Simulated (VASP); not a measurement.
# SiO2 (Stishovite) (P4_2/mnm) in VASP: further runs

The runs below take SiO2 (Stishovite) through single point, relaxation of cell and atoms, with r2SCAN.

Everything below comes from runs of VASP 6.6.1. Logs are shortened: lines on timing, memory, paths and dates and some standing lists are left out, and cuts for length are marked.

## Step 1: The cell of the first run

The structure is tetragonal, space group P4_2/mnm (No. 136). The conventional cell has a = 4.185 Å, b = 4.185 Å, c = 2.669 Å, α = 90.00°, β = 90.00°, γ = 90.00°. Within 2.3 Å of Si (site symmetry mmm) lie 6 O at 1.76 to 1.81 Å. O (site symmetry m2m) has 3 Si at 1.76 to 1.81 Å and 1 O at 2.30 Å within 2.3 Å.

## Step 2: Single point, r2SCAN

POSCAR

```
SiO2
1.0
    4.1851894054      0.0000000000      0.0000000000
    0.0000000000      4.1851894054      0.0000000000
    0.0000000000      0.0000000000      2.6688395588
Si O
2 4
Direct
    0.0000000000      0.0000000000      0.0000000000
    0.5000000000      0.5000000000      0.5000000000
    0.3061010268      0.3061010268      0.0000000000
    0.1938989732      0.8061010268      0.5000000000
    0.6938989732      0.6938989732      0.0000000000
    0.8061010268      0.1938989732      0.5000000000
```

INCAR.step1

```
  PREC = Accurate
  ENCUT = 520
  ISMEAR = 0
  SIGMA = 0.02
  LREAL = False
  LASPH = True
  NELM = 60
  NBANDS = 25
  GGA = PE
  ALGO = Normal
  EDIFF = 1E-4
  LWAVE = True
  LCHARG = False
```

INCAR.step2

```
  PREC = Accurate
  ENCUT = 520
  EDIFF = 1E-6
  ISMEAR = 0
  SIGMA = 0.02
  LREAL = False
  LASPH = True
  NELM = 60
  ALGO = Normal
  ISIF = 2
  LWAVE = False
  LCHARG = False
  METAGGA = R2SCAN
  LMIXTAU = True
  NBANDS = 25
  ISTART = 1
```

KPOINTS

```
Automatic mesh
0
Gamma
  6 6 8
```

Potentials or basis: VASP PAW PBE potentials, release 64 (Si, O).

On the command line:

```sh
cat potpaw_PBE.64/Si/POTCAR potpaw_PBE.64/O/POTCAR > POTCAR
cp INCAR.step1 INCAR
mpirun -np 1 vasp_std > vasp.out
cp INCAR.step2 INCAR
mpirun -np 1 vasp_std > vasp.out
```

OUTCAR:

```text
PREC = Accurate
   ENCUT = 520
   EDIFF = 1E-6
   ISMEAR = 0
   LREAL = False
   LASPH = True
   NELM = 60
   ISIF = 2
   METAGGA = R2SCAN
   ISTART = 1

 ion  position               nearest neighbor table
   1  0.000  0.000  0.000-   4 1.76   6 1.76   4 1.76   6 1.76   5 1.81   3 1.81
   2  0.500  0.500  0.500-   3 1.76   5 1.76   3 1.76   5 1.76   4 1.81   6 1.81
   3  0.306  0.306  0.000-   2 1.76   2 1.76   1 1.81
   4  0.194  0.806  0.500-   1 1.76   1 1.76   2 1.81
   5  0.694  0.694  0.000-   2 1.76   2 1.76   1 1.81
   6  0.806  0.194  0.500-   1 1.76   1 1.76   2 1.81

  LATTYP: Found a simple tetragonal cell.
 ALAT       =     4.1851894054
 C/A-ratio  =     0.6376866852

  Lattice vectors:

 A1 = (   4.1851894054,   0.0000000000,   0.0000000000)
 A2 = (   0.0000000000,   4.1851894054,   0.0000000000)
 A3 = (   0.0000000000,   0.0000000000,   2.6688395588)

Analysis of symmetry for initial positions (statically):
=====================================================================
 Subroutine PRICEL returns:
 Original cell was already a primitive cell.

 Routine SETGRP: Setting up the symmetry group for a
 simple tetragonal supercell.

 Subroutine GETGRP returns: Found 16 space group operations
 (whereof  8 operations were pure point group operations)
 out of a pool of 16 trial point group operations.

The static configuration has the point symmetry D_2h.
 The point group associated with its full space group is D_4h.

Analysis of symmetry for dynamics (positions and initial velocities):
=====================================================================
 Subroutine PRICEL returns:
 Original cell was already a primitive cell.

 Routine SETGRP: Setting up the symmetry group for a
 simple tetragonal supercell.

 Subroutine GETGRP returns: Found 16 space group operations
 (whereof  8 operations were pure point group operations)
 out of a pool of 16 trial point group operations.

The dynamic configuration has the point symmetry D_2h.
 The point group associated with its full space group is D_4h.

 Subroutine INISYM returns: Found 16 space group operations
 (whereof  8 operations are pure point group operations),
 and found     1 'primitive' translations

----------------------------------------------------------------------------------------

                                     Primitive cell

  volume of cell :      46.7469

  direct lattice vectors                    reciprocal lattice vectors
     4.185189405  0.000000000  0.000000000     0.238937812  0.000000000  0.000000000
     0.000000000  4.185189405  0.000000000     0.000000000  0.238937812  0.000000000
     0.000000000  0.000000000  2.668839559     0.000000000  0.000000000  0.374694686

  length of vectors
     4.185189405  4.185189405  2.668839559     0.238937812  0.238937812  0.374694686

  position of ions in fractional coordinates (direct lattice)
     0.000000000  0.000000000  0.000000000
     0.500000000  0.500000000  0.500000000
     0.306101027  0.306101027  0.000000000
     0.193898973  0.806101027  0.500000000
     0.693898973  0.693898973  0.000000000
     0.806101027  0.193898973  0.500000000

  ion indices of the primitive-cell ions
   primitive index   ion index
                 1           1
                 2           2
                 3           3
                 4           4
                 5           5
                 6           6

----------------------------------------------------------------------------------------

 KPOINTS: Automatic mesh

Automatic generation of k-mesh.
 Grid dimensions read from file:
 generate k-points for:    6    6    8

 Generating k-lattice:

  Cartesian coordinates                     Fractional coordinates (reciprocal lattice)
     0.039822969  0.000000000  0.000000000     0.166666667  0.000000000  0.000000000
     0.000000000  0.039822969  0.000000000     0.000000000  0.166666667  0.000000000
     0.000000000  0.000000000  0.046836836     0.000000000  0.000000000  0.125000000

  Length of vectors
     0.039822969  0.039822969  0.046836836

  Shift w.r.t. Gamma in fractional coordinates (k-lattice)
     0.000000000  0.000000000  0.000000000

 Subroutine IBZKPT returns following result:
 ===========================================

 Found     50 irreducible k-points:

 Following reciprocal coordinates:
            Coordinates               Weight
  0.000000  0.000000  0.000000      1.000000
  0.166667  0.000000  0.000000      4.000000
  0.333333  0.000000  0.000000      4.000000
  0.500000  0.000000  0.000000      2.000000
  0.166667  0.166667  0.000000      4.000000
  0.333333  0.166667  0.000000      8.000000
[... 16 lines left out ...]
  0.333333  0.000000  0.250000      8.000000
  0.500000  0.000000  0.250000      4.000000
 [... further k-points ...]
   k-points           NKPTS =     50   k-points in BZ     NKDIM =     50   number of bands    NBANDS=     25
   number of dos      NEDOS =    301   number of ions     NIONS =      6
   total plane-waves  NPLWV =  20480
   dimension x,y,z NGX =    32 NGY =   32 NGZ =   20
   dimension x,y,z NGXF=    64 NGYF=   64 NGZF=   40
   ions per type =               2   4
   NGX,Y,Z   is equivalent  to a cutoff of  12.71, 12.71, 12.46 a.u.
   NGXF,Y,Z  is equivalent  to a cutoff of  25.42, 25.42, 24.92 a.u.
 SYSTEM =  unknown system
   PREC   = accura    normal or accurate (medium, high low for compatibility)
   ISTART =      1    job   : 0-new  1-cont  2-samecut
   ICHARG =      0    charge: 1-file 2-atom 10-const
   ISPIN  =      1    spin polarized calculation?
   LNONCOLLINEAR =      F non collinear calculations
   LSORBIT =      F    spin-orbit coupling
   LASPH  =      T    aspherical Exc in radial PAW
   ENCUT  =  520.0 eV  38.22 Ry    6.18 a.u.   7.78  7.78  4.96*2*pi/ulx,y,z
   NELM   =     60;   NELMIN=  2; NELMDL=  0     # of ELM steps
   EDIFF  = 0.1E-05   stopping-criterion for ELM
   LREAL  =      F    real-space projection
[... 7 lines left out ...]
   TEBEG  =    0.0;   TEEND  =   0.0 temperature during run
   PSTRESS=    0.0 pullay stress
   NELECT =      32.0000    total number of electrons
   NUPDOWN=      -1.0000    fix difference up-down
   EMIN   =  10.00;   EMAX   =-10.00  energy-range for DOS
   EFERMI =   0.00;   METHOD = LEGACY
   ISMEAR =     0;   SIGMA  =   0.02  broadening in eV -4-tet -1-fermi 0-gaus
   EFERMI_NEDOS =   21; number of points for ismear=-14 and -15
   IALGO  =     38    algorithm
   IMIX   =      4    mixing-type and parameters
     AMIX     =   0.40;   BMIX     =  1.00
     AMIX_MAG =   1.60;   BMIX_MAG =  1.00
  volume/ion in A,a.u.               =       7.79        52.58
  Fermi-wavevector in a.u.,A,eV,Ry     =   1.442804  2.726504 28.323011  2.081683
  Thomas-Fermi vector in A             =   2.561283
   LORBIT       =      0    0 simple, 1 ext, 2 COOP (PROOUT), +10 PAW based schemes
   METAGGA = R2SCAN    functional components
   LHFCALC =     F    Hartree Fock is set to
   AEXX    =    0.0000 exact exchange contribution
   IVDW    =     0    specifies the selected vdW correction
   LEPSILON=     F    determine dielectric tensor
   LRPA    =     F    only Hartree local field effects (RPA)
 non-spin polarized calculation
 Gauss-broadening in eV      SIGMA  =   0.02
  energy-cutoff  :      520.00
  volume of cell :       46.75
 maximum number of plane-waves:      1282
 NGX is ok and might be reduce to    32
   NGX = 15   NGY = 15   NGZ =  9

 number of electron      31.9999977 magnetization

 Free energy of the ion-electron system (eV)
  ---------------------------------------------------
  ext. energy  EPLUGINS =         0.00000000
  ---------------------------------------------------
  free energy    TOTEN  =       -58.78561284 eV

  energy without entropy =      -58.78561284  energy(sigma->0) =      -58.78561284

 E-fermi :   7.9973     XC(G=0): -12.8668

 val. band max:        7.7882650824   @ k =   0.0000   0.0000   0.0000
 cond. band min:      14.2970425190   @ k =   0.0000   0.0000   0.0000
 fundamental gap:      6.5087774367
 Fermi energy:         7.9972641045

 k-point     1 :       0.0000    0.0000    0.0000
  band No.  band energies     occupation
      1     -15.7435      2.00000
      2     -12.1600      2.00000
      3     -12.1600      2.00000
      4     -11.9008      2.00000
      5      -3.2430      2.00000
      6       1.2824      2.00000
[... 17 lines left out ...]
     24      23.3005      0.00000
     25      24.7716      0.00000

 k-point     2 :       0.1667    0.0000    0.0000
  band No.  band energies     occupation
      1     -15.5972      2.00000
      2     -12.7903      2.00000
      3     -12.0878      2.00000
      4     -11.5762      2.00000
      5      -3.0365      2.00000
      6       0.5284      2.00000
[... 17 lines left out ...]
     24      22.6748      0.00000
     25      24.5856      0.00000

 k-point     3 :       0.3333    0.0000    0.0000
  band No.  band energies     occupation
      1     -15.1702      2.00000
      2     -13.6649      2.00000
      3     -11.8948      2.00000
      4     -11.4951      2.00000
      5      -2.4752      2.00000
      6      -0.6101      2.00000
[... 17 lines left out ...]
     24      22.8411      0.00000
     25      23.8922      0.00000

 k-point     4 :       0.5000    0.0000    0.0000
  band No.  band energies     occupation
      1     -14.5009      2.00000
      2     -14.5009      2.00000
      3     -11.6544      2.00000
      4     -11.6544      2.00000
      5      -1.6466      2.00000
      6      -1.6466      2.00000
[... 17 lines left out ...]
     24      22.5186      0.00000
     25      23.9633      0.00000
[... 477 lines left out ...]
 k-point    22 :       0.1667    0.0000    0.2500
  band No.  band energies     occupation
      1     -14.8073      2.00000
      2     -12.4256      2.00000
      3     -11.7471      2.00000
      4     -11.5440      2.00000
      5      -2.6799      2.00000
      6       0.4397      2.00000
[... 17 lines left out ...]
     24      22.6438      0.00000
     25      23.0479      0.00000

 k-point    23 :       0.3333    0.0000    0.2500
  band No.  band energies     occupation
      1     -14.4246      2.00000
      2     -13.1270      2.00000
      3     -11.6366      2.00000
      4     -11.4546      2.00000
      5      -1.9673      2.00000
      6      -0.1454      2.00000
[... 17 lines left out ...]
     24      21.8192      0.00000
     25      22.7285      0.00000

 k-point    24 :       0.5000    0.0000    0.2500
  band No.  band energies     occupation
      1     -13.8364      2.00000
      2     -13.8364      2.00000
      3     -11.5132      2.00000
      4     -11.5132      2.00000
      5      -1.0371      2.00000
      6      -1.0371      2.00000
[... 17 lines left out ...]
     24      21.8277      0.00000
     25      22.6212      0.00000

 [... further k-points ...]
[... 5 lines left out ...]
  --------------------------------------------------------------------------------------
  -------------------------------------------------------------------------------------
  Total        0.0271866      0.0271866      0.2891575      0.0000000      0.0000000      0.0000000
  in kB        0.9317791      0.9317791      9.9104264      0.0000000      0.0000000      0.0000000
  external PRESSURE =       3.9246615 kB  Pullay stress =       0.0000000 kB

 VOLUME and BASIS-vectors are now :
 -----------------------------------------------------------------------------
  energy-cutoff  :      520.00
  volume of cell :       46.75
      direct lattice vectors                 reciprocal lattice vectors
     4.185189405  0.000000000  0.000000000     0.238937812  0.000000000  0.000000000
     0.000000000  4.185189405  0.000000000     0.000000000  0.238937812  0.000000000
     0.000000000  0.000000000  2.668839559     0.000000000  0.000000000  0.374694686

 POSITION                                       TOTAL-FORCE (eV/Angst)
 -----------------------------------------------------------------------------------
      0.00000      0.00000      0.00000         0.000000     -0.000000     -0.000000
      2.09259      2.09259      1.33442         0.000000     -0.000000     -0.000000
      1.28109      1.28109      0.00000        -0.015150     -0.015150      0.000000
      0.81150      3.37369      1.33442         0.015150     -0.015150     -0.000000
      2.90410      2.90410      0.00000         0.015150      0.015150     -0.000000
      3.37369      0.81150      1.33442        -0.015150      0.015150     -0.000000
 -----------------------------------------------------------------------------------
    total drift:                                0.000000     -0.000000     -0.000000

  FREE ENERGIE OF THE ION-ELECTRON SYSTEM (eV)
  ---------------------------------------------------
  free  energy   TOTEN  =       -58.7856128410 eV

  energy  without entropy=      -58.7856128410  energy(sigma->0) =      -58.78561284
```

Run time: 4.4 min. Hardware: 1 thread of AMD EPYC 7R13, shared host; peak memory 0.15 GiB.

Results:

- Free energy: -58.7856 eV
- Pressure: 0.4 GPa
- Largest force: 0.021 eV/Å
- Band gap on the k mesh: 6.51 eV, direct

Forces on the atoms (eV/Å):
```
Si   0.000  0.000  0.000
Si   0.000  0.000  0.000
O   -0.015 -0.015  0.000
O    0.015 -0.015  0.000
O    0.015  0.015  0.000
O   -0.015  0.015  0.000
```

Levels at points of the mesh, in eV from the valence-band top:
```csv
k point,band 12,band 13,band 14,band 15,band 16,band 17,band 18,band 19,band 20,band 21
"(0.00, 0.00, 0.00)",-3.18,-2.52,-0.88,-0.88,0.00,6.51,7.64,9.47,9.47,12.05
"(0.50, 0.00, 0.00)",-3.93,-2.72,-2.72,-1.08,-1.08,8.70,8.70,10.05,10.05,12.08
"(0.50, 0.50, 0.00)",-3.31,-2.68,-2.68,-2.32,-2.32,8.39,8.39,11.05,11.05,14.33
"(0.00, 0.00, 0.50)",-4.66,-3.10,-3.10,-2.71,-2.71,10.14,10.14,13.74,13.74,13.90
"(0.50, 0.00, 0.50)",-4.00,-2.31,-2.31,-1.80,-1.80,9.81,9.81,10.88,10.88,13.30
"(0.50, 0.50, 0.50)",-4.53,-1.78,-1.78,-1.60,-1.60,8.15,8.15,12.00,12.00,12.78
```

Caveat: the PAW data sets were made with another functional, which shifts forces and pressure a little.

## Step 3: Relaxation of cell and atoms, r2SCAN

This run uses another cell than the first one, of 8.05 Å³/atom, 1.033 times its volume.

POSCAR

```
SiO2
1.0
    4.2359706577      0.0000000000      0.0000000000
    0.0000000000      4.2359706577      0.0000000000
    0.0000000000      0.0000000000      2.6905615463
Si O
2 4
Direct
    0.0000000000      0.0000000000      0.0000000000
    0.5000000000      0.5000000000      0.5000000000
    0.3069734713      0.3069734713      0.0000000000
    0.1930265287      0.8069734713      0.5000000000
    0.6930265287      0.6930265287      0.0000000000
    0.8069734713      0.1930265287      0.5000000000
```

INCAR.step1

```
PREC = Accurate
ENCUT = 600
ISMEAR = 0
SIGMA = 0.02
LREAL = F
LASPH = T
NELM = 60
GGA = PE
ALGO = Normal
EDIFF = 1E-4
LWAVE = T
LCHARG = F
```

INCAR.step2

```
PREC = Accurate
ENCUT = 600
EDIFF = 1E-6
ISMEAR = 0
SIGMA = 0.02
LREAL = F
LASPH = T
NELM = 60
ALGO = Normal
ISIF = 3
LWAVE = F
LCHARG = F
METAGGA = R2SCAN
LMIXTAU = T
IBRION = 2
NSW = 70
EDIFFG = -0.005
ISTART = 1
```

KPOINTS

```
regular mesh
0
Gamma
  6 6 8
```

Potentials or basis: VASP PAW PBE potentials, release 64 (Si, O).

On the command line:

```sh
cat potpaw_PBE.64/Si/POTCAR potpaw_PBE.64/O/POTCAR > POTCAR
cp INCAR.step1 INCAR
mpirun -np 1 vasp_std > vasp.out
cp INCAR.step2 INCAR
mpirun -np 1 vasp_std > vasp.out
```

Wall time 38 min (1 thread of AMD EPYC 7R13, shared host); peak memory 0.18 GiB.

Results (log left out):

| Property | Result |
| --- | --- |
| Free energy | -58.8105 eV |
| Relaxed volume | 7.78 Å³/atom |
| Relaxed cell | a = 4.181 Å, b = 4.181 Å, c = 2.672 Å, α = 90.00°, β = 90.00°, γ = 90.00° |
| Space group after relaxing (to 0.05 Å) | P4_2/mnm (No. 136) |
| Energy gained by relaxing | 7.9 meV/atom |
| Ionic steps | 12 |
| Pressure after relaxing | 0.0 GPa |
| Band gap on the k mesh | 6.51 eV, direct |

Step by step:
```csv
step,energy change (eV),largest force (eV/Å),pressure (GPa),volume (Å³)
1,0.0000,0.0705,-9.56,48.28
2,0.0450,0.5980,15.09,45.00
3,-0.0431,0.1874,-0.26,46.89
4,-0.0431,0.1929,-0.06,46.87
5,-0.0471,0.0240,0.15,46.70
6,-0.0471,0.0290,0.16,46.69
7,-0.0474,0.0021,-0.17,46.72
8,-0.0474,0.0045,-0.09,46.72
9,-0.0474,0.0052,-0.09,46.72
10,-0.0474,0.0056,-0.08,46.72
11,-0.0474,0.0049,0.10,46.69
12,-0.0474,0.0018,0.02,46.70
```

Final structure:
```
Si O
1.0
     4.18101    0.00000    0.00000
     0.00000    4.18101    0.00000
     0.00000    0.00000    2.67178
Si O
2 4
Cartesian
  0.0000 0.0000 0.0000
  2.0905 2.0905 1.3359
  1.2789 1.2789 0.0000
  0.8116 3.3694 1.3359
  2.9021 2.9021 0.0000
  3.3694 0.8116 1.3359
```

Levels at points of the mesh, in eV from the valence-band top:
| k point | band 14 | band 15 | band 16 | band 17 | band 18 | band 19 |
| --- | --- | --- | --- | --- | --- | --- |
| (0.00, 0.00, 0.00) | -0.88 | -0.88 | 0.00 | 6.51 | 7.62 | 9.45 |
| (0.50, 0.00, 0.00) | -2.72 | -1.08 | -1.08 | 8.69 | 8.69 | 10.03 |
| (0.50, 0.50, 0.00) | -2.70 | -2.32 | -2.32 | 8.39 | 8.39 | 11.04 |
| (0.00, 0.00, 0.50) | -3.12 | -2.71 | -2.71 | 10.15 | 10.15 | 13.74 |
| (0.50, 0.00, 0.50) | -2.31 | -1.80 | -1.80 | 9.81 | 9.81 | 10.91 |
| (0.50, 0.50, 0.50) | -1.78 | -1.61 | -1.61 | 8.16 | 8.16 | 12.02 |

Caveat: the PAW data sets were made with another functional, which shifts forces and pressure a little.
